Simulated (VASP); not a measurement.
# I (Im-3m) in VASP: notebook

The runs below take I through relaxation of cell and atoms, with PBE.

Everything below comes from runs of VASP 6.6.1. Logs are shortened: lines on timing, memory, paths and dates and some standing lists are left out, and cuts for length are marked.

## Step 1: The cell of the first run

It takes space group Im-3m (No. 229, cubic). The conventional cell has a = 4.030 Å, b = 4.030 Å, c = 4.030 Å, α = 90.00°, β = 90.00°, γ = 90.00°. I (site symmetry m-3m) has 14 I at 3.49 to 4.03 Å within 4.6 Å.

## Step 2: Relaxation of cell and atoms, PBE, target pressure 10 GPa, at which the enthalpy is minimised

The input, INCAR:

```
SYSTEM = I
  PREC = Accurate
  ENCUT = 600
  EDIFF = 1E-7
  ISMEAR = -1
  SIGMA = 0.02
  LREAL = .False.
  LASPH = .True.
  NELM = 100
  ALGO = Normal
  ISIF = 3
  LWAVE = .False.
  LCHARG = .False.
  GGA = PE
  IBRION = 2
  NSW = 80
  EDIFFG = -0.03
  PSTRESS = 100.0
```

The input, KPOINTS:

```
regular mesh
0
Gamma
  9 9 9
  0 0 0
```

The input, POSCAR:

```
I
1.0
    2.0150000000      2.0150000000      2.0150000000
   -2.0150000000      2.0150000000      2.0150000000
   -2.0150000000     -2.0150000000      2.0150000000
I
1
Direct
    0.0000000000      0.0000000000      0.0000000000
```

Potentials or basis: VASP PAW PBE potentials, release 64 (I).

Launch:

```sh
cat potpaw_PBE.64/I/POTCAR > POTCAR
mpirun -np 1 vasp_std > vasp.out
```

OUTCAR:

```text
SYSTEM = I
   PREC = Accurate
   ENCUT = 600
   EDIFF = 1E-7
   ISMEAR = -1
   LREAL = .False.
   LASPH = .True.
   NELM = 100
   ISIF = 3
   GGA = PE
   IBRION = 2
   NSW = 80
   EDIFFG = -0.03
   PSTRESS = 100.0

 ion  position               nearest neighbor table
   1  0.000  0.000  0.000-

  LATTYP: Found a body centered cubic cell.
 ALAT       =     4.0300000000

  Lattice vectors:

 A1 = (   2.0150000000,  -2.0150000000,  -2.0150000000)
 A2 = (   2.0150000000,   2.0150000000,   2.0150000000)
 A3 = (  -2.0150000000,  -2.0150000000,   2.0150000000)

Analysis of symmetry for initial positions (statically):
=====================================================================
 Subroutine PRICEL returns:
 Original cell was already a primitive cell.

 Routine SETGRP: Setting up the symmetry group for a
 body centered cubic supercell.

 Subroutine GETGRP returns: Found 48 space group operations
 (whereof 48 operations were pure point group operations)
 out of a pool of 48 trial point group operations.

The static configuration has the point symmetry O_h .

Analysis of symmetry for dynamics (positions and initial velocities):
=====================================================================
 Subroutine PRICEL returns:
 Original cell was already a primitive cell.

 Routine SETGRP: Setting up the symmetry group for a
 body centered cubic supercell.

 Subroutine GETGRP returns: Found 48 space group operations
 (whereof 48 operations were pure point group operations)
 out of a pool of 48 trial point group operations.

The dynamic configuration has the point symmetry O_h .

 Subroutine INISYM returns: Found 48 space group operations
 (whereof 48 operations are pure point group operations),
 and found     1 'primitive' translations

----------------------------------------------------------------------------------------

                                     Primitive cell

  volume of cell :      32.7254

  direct lattice vectors                    reciprocal lattice vectors
     2.015000000  2.015000000  2.015000000     0.248138958  0.000000000  0.248138958
    -2.015000000  2.015000000  2.015000000    -0.248138958  0.248138958  0.000000000
    -2.015000000 -2.015000000  2.015000000     0.000000000 -0.248138958  0.248138958

  length of vectors
     3.490082377  3.490082377  3.490082377     0.350921479  0.350921479  0.350921479

  position of ions in fractional coordinates (direct lattice)
     0.000000000  0.000000000  0.000000000

  ion indices of the primitive-cell ions
   primitive index   ion index
                 1           1

----------------------------------------------------------------------------------------

 KPOINTS: regular mesh

Automatic generation of k-mesh.
 Grid dimensions read from file:
 generate k-points for:    9    9    9

 Generating k-lattice:

  Cartesian coordinates                     Fractional coordinates (reciprocal lattice)
     0.027570995  0.000000000  0.027570995     0.111111111  0.000000000  0.000000000
    -0.027570995  0.027570995  0.000000000     0.000000000  0.111111111  0.000000000
     0.000000000 -0.027570995  0.027570995     0.000000000  0.000000000  0.111111111

  Length of vectors
     0.038991275  0.038991275  0.038991275

  Shift w.r.t. Gamma in fractional coordinates (k-lattice)
     0.000000000  0.000000000  0.000000000

 Subroutine IBZKPT returns following result:
 ===========================================

 Found     35 irreducible k-points:

 Following reciprocal coordinates:
            Coordinates               Weight
  0.000000  0.000000  0.000000      1.000000
  0.111111  0.000000  0.000000     12.000000
  0.222222  0.000000  0.000000     12.000000
  0.333333  0.000000  0.000000     12.000000
  0.444444  0.000000  0.000000     12.000000
  0.222222  0.111111  0.000000     24.000000
[... 16 lines left out ...]
  0.111111 -0.444444  0.111111     24.000000
  0.222222 -0.444444  0.111111     24.000000
 [... further k-points ...]
   k-points           NKPTS =     35   k-points in BZ     NKDIM =     35   number of bands    NBANDS=      7
   number of dos      NEDOS =    301   number of ions     NIONS =      1
   total plane-waves  NPLWV =  21952
   dimension x,y,z NGX =    28 NGY =   28 NGZ =   28
   dimension x,y,z NGXF=    56 NGYF=   56 NGZF=   56
   ions per type =               1
   NGX,Y,Z   is equivalent  to a cutoff of  13.34, 13.34, 13.34 a.u.
   NGXF,Y,Z  is equivalent  to a cutoff of  26.67, 26.67, 26.67 a.u.
 SYSTEM =  I
   PREC   = accura    normal or accurate (medium, high low for compatibility)
   ISTART =      0    job   : 0-new  1-cont  2-samecut
   ICHARG =      2    charge: 1-file 2-atom 10-const
   ISPIN  =      1    spin polarized calculation?
   LNONCOLLINEAR =      F non collinear calculations
   LSORBIT =      F    spin-orbit coupling
   LASPH  =      T    aspherical Exc in radial PAW
   ENCUT  =  600.0 eV  44.10 Ry    6.64 a.u.   6.97  6.97  6.97*2*pi/ulx,y,z
   NELM   =    100;   NELMIN=  2; NELMDL= -5     # of ELM steps
   EDIFF  = 0.1E-06   stopping-criterion for ELM
   LREAL  =      F    real-space projection
   EDIFFG = -.3E-01   stopping-criterion for IOM
   NSW    =     80    number of steps for IOM
   IBRION =      2    ionic relax: 0-MD 1-quasi-New 2-CG
   NFREE  =      1    steps in history (QN), initial steepest desc. (CG)
   ISIF   =      3    stress and relaxation
   ISYM   =      2    0-nonsym 1-usesym 2-fastsym
   POTIM  = 0.5000    time-step for ionic-motion
   TEBEG  =    0.0;   TEEND  =   0.0 temperature during run
   PSTRESS=  100.0 pullay stress
   NELECT =       7.0000    total number of electrons
   NUPDOWN=      -1.0000    fix difference up-down
   EMIN   =  10.00;   EMAX   =-10.00  energy-range for DOS
   EFERMI =   0.00;   METHOD = LEGACY
   ISMEAR =    -1;   SIGMA  =   0.02  broadening in eV -4-tet -1-fermi 0-gaus
   EFERMI_NEDOS =   21; number of points for ismear=-14 and -15
   IALGO  =     38    algorithm
   IMIX   =      4    mixing-type and parameters
     AMIX     =   0.40;   BMIX     =  1.00
     AMIX_MAG =   1.60;   BMIX_MAG =  1.00
  volume/ion in A,a.u.               =      32.73       220.84
  Fermi-wavevector in a.u.,A,eV,Ry     =   0.979067  1.850169 13.042169  0.958572
  Thomas-Fermi vector in A             =   2.109892
   LORBIT       =      0    0 simple, 1 ext, 2 COOP (PROOUT), +10 PAW based schemes
   GGA     = PE    functional components
   LHFCALC =     F    Hartree Fock is set to
   AEXX    =    0.0000 exact exchange contribution
   IVDW    =     0    specifies the selected vdW correction
   LEPSILON=     F    determine dielectric tensor
   LRPA    =     F    only Hartree local field effects (RPA)
 conjugate gradient relaxation of ions
 non-spin polarized calculation
  energy-cutoff  :      600.00
  volume of cell :       32.73
 maximum number of plane-waves:      1112
   NGX = 13   NGY = 13   NGZ = 13

--------------------------------------- Ionic step        1  -------------------------------------------

 number of electron       6.9999999 magnetization

 Free energy of the ion-electron system (eV)
  ---------------------------------------------------
  ext. energy  EPLUGINS =         0.00000000
  ---------------------------------------------------
  free energy    TOTEN  =        -1.01249348 eV

  energy without entropy =       -1.00888386  energy(sigma->0) =       -1.01068867

 E-fermi :   5.4800     XC(G=0):  -9.4166

 val. band max:        5.4615711323   @ k =  -0.4444   0.2222   0.0000
 cond. band min:       5.4804197090   @ k =   0.4444   0.1111   0.1111
 fundamental gap:      0.0188485767
 Fermi energy:         5.4799972765

 k-point     1 :       0.0000    0.0000    0.0000
  band No.  band energies     occupation
      1      -8.4921      2.00000
      2       6.5025      0.00000
      3       6.5025      0.00000
      4       6.5025      0.00000
      5      12.9631      0.00000
      6      15.2690      0.00000
      7      15.2690      0.00000

 k-point     2 :       0.1111    0.0000    0.0000
  band No.  band energies     occupation
      1      -8.3360      2.00000
      2       5.5067      0.41598
      3       6.2064      0.00000
      4       6.4558      0.00000
      5      13.5588      0.00000
      6      14.5988      0.00000
      7      15.0008      0.00000
[... 285 lines left out ...]
  FREE ENERGIE OF THE ION-ELECTRON SYSTEM (eV)
  ---------------------------------------------------
  free  energy   TOTEN  =        -0.6761964262 eV

  energy  without entropy=       -0.6745470354  energy(sigma->0) =       -0.67537173

  enthalpy is  TOTEN    =         0.9707166970 eV   P V=        1.6469131231

--------------------------------------- Ionic step        3  -------------------------------------------

 number of electron       6.9999999 magnetization

 Free energy of the ion-electron system (eV)
  ---------------------------------------------------
  ext. energy  EPLUGINS =         0.00000000
  ---------------------------------------------------
  free energy    TOTEN  =        -0.85768271 eV

  energy without entropy =       -0.85469047  energy(sigma->0) =       -0.85618659

 E-fermi :   7.4080     XC(G=0): -10.0449

 val. band max:        7.4027516963   @ k =  -0.4444   0.3333   0.1111
 cond. band min:       7.5132467539   @ k =   0.3333   0.1111   0.1111
 fundamental gap:      0.1104950576
 Fermi energy:         7.4080190610

 k-point     1 :       0.0000    0.0000    0.0000
  band No.  band energies     occupation
      1      -7.6097      2.00000
      2       8.7712      0.00000
      3       8.7712      0.00000
      4       8.7712      0.00000
      5      15.9011      0.00000
      6      17.2058      0.00000
      7      17.2058      0.00000

 k-point     2 :       0.1111    0.0000    0.0000
  band No.  band energies     occupation
      1      -7.4149      2.00000
      2       7.5604      0.00098
      3       8.3777      0.00000
      4       8.7017      0.00000
      5      16.0208      0.00000
      6      16.4004      0.00000
      7      17.3626      0.00000
[... 242 lines left out ...]
 POSITION                                       TOTAL-FORCE (eV/Angst)
 -----------------------------------------------------------------------------------
      0.00000      0.00000      0.00000         0.000000      0.000000     -0.000000
 -----------------------------------------------------------------------------------
    total drift:                               -0.000000     -0.000000      0.000000

  FREE ENERGIE OF THE ION-ELECTRON SYSTEM (eV)
  ---------------------------------------------------
  free  energy   TOTEN  =        -0.8576827071 eV

  energy  without entropy=       -0.8546904688  energy(sigma->0) =       -0.85618659

  enthalpy is  TOTEN    =         0.9288582785 eV   P V=        1.7865409856

 reached required accuracy - stopping structural energy minimisation
```

Run time: 41 s. Hardware: 1 thread of AMD EPYC 7R43 (Zen 3), shared host; peak memory 0.14 GiB.

What came out:

| Quantity | Value |
| --- | --- |
| Free energy | -0.8577 eV |
| Relaxed volume | 28.62 Å³/atom |
| Relaxed cell | a = 3.338 Å, b = 3.338 Å, c = 3.338 Å, α = 70.53°, β = 109.47°, γ = 70.53° |
| Space group after relaxing (to 0.1 Å) | Im-3m (No. 229) |
| Energy change on relaxing (the run minimises the enthalpy) | +154.8 meV/atom |
| Ionic steps | 3 |
| Pressure after relaxing | 9.9 GPa |
| Band gap on the k mesh | zero (an odd number of electrons rules out a gap without spin polarisation) |

The path:
```csv
step,energy change (eV),largest force (eV/Å),pressure (GPa),volume (Å³)
1,0.0000,0.0000,2.97,32.73
2,0.3363,0.0000,16.51,26.39
3,0.1548,0.0000,9.95,28.62
```

Final structure:
```
CELL_PARAMETERS angstrom
1.92703 1.92703 1.92703
-1.92703 1.92703 1.92703
-1.92703 -1.92703 1.92703
ATOMIC_POSITIONS crystal
I 0.00000 0.00000 0.00000
```

Caveat: the cell is relaxed towards a set pressure, so the run minimises the enthalpy, not the energy; spin-orbit coupling is left out, which moves the levels of the heavy elements; an odd number of electrons without spin polarisation forces a metal; a magnetic or distorted state may lie lower.

[end of part 1 of 2]
